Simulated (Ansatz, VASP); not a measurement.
**Two plane-wave programs on ZrB2**

INCAR

```
PREC = Accurate ; ENCUT = 520
EDIFF = 1E-7 ; ISMEAR = 0
SIGMA = 0.15 ; LREAL = F
LASPH = T ; NELM = 80
ALGO = Normal ; ISIF = 2
LWAVE = F ; LCHARG = F
GGA = PS ; NBANDS = 16
```

Contents of KPOINTS:

```
Automatic mesh
0
Gamma
  18 18 12
```

POSCAR

```
ZrB2
1.0
    3.3963000839      0.0000000000      0.0000000000
   -1.6981500420      2.9412821515      0.0000000000
    0.0000000000      0.0000000000      3.1470116577
Zr B
1 2
Direct
    0.0000000000      0.0000000000      0.0000000000
    0.3333333333      0.6666666667      0.5000000000
    0.6666666667      0.3333333333      0.5000000000
```

Input for Ansatz:

```yaml
crystal:
  lattice:
    - [3.3963000839, 0.0, 0.0]
    - [-1.698150042, 2.9412821515, 0.0]
    - [0.0, 0.0, 3.1470116577]
  atoms:
    - { symbol: Zr, position: [0.0, 0.0, 0.0] }
    - { symbol: B, position: [0.3333333333, 0.6666666667, 0.5] }
    - { symbol: B, position: [0.6666666667, 0.3333333333, 0.5] }
basis:
  ecutwfc: 520.0
kpoints:
  mp_grid: { grid: [18, 18, 12] }
hamiltonian:
  xc: pbesol
scf:
  occupations: { method: gaussian, width: 0.15 }
output:
  forces: true
  stress: true
  eigenvalues: true
  write_density: true
  write_potential: true
  elf: true
  volumetric_format: npy
```

Alike in both runs: task single point; functional PBEsol; k mesh 18 × 18 × 12; occupations gaussian, width 0.15 eV; no spin polarisation.

```csv
,VASP,Ansatz
version,VASP 6.6.1,Ansatz 0.2.0
potentials or method,"VASP PAW PBE potentials, release 64 (Zr_sv, B), cutoff 520 eV","scalar-relativistic, plane waves, PAW"
valence electrons in the cell,18,18
```

Ansatz gave:

| Item | Value |
| --- | --- |
| gap on the k mesh at the Fermi level (eV) | none |
| pressure (GPa) | -8.9 |
| traceless stress, the component that is largest in VASP (GPa) | 37.10 |

Problem. Which values does VASP return?

Solution. gap on the k mesh at the Fermi level (eV): none; pressure (GPa): -8.6; traceless stress, the component that is largest in VASP (GPa): 37.10.

VASP's potentials were made for PBE, not for PBEsol. A gap of «none» marks a metal or a gap that the smearing closes. With one functional, cell and mesh, what is left measures potentials, basis and numerics.
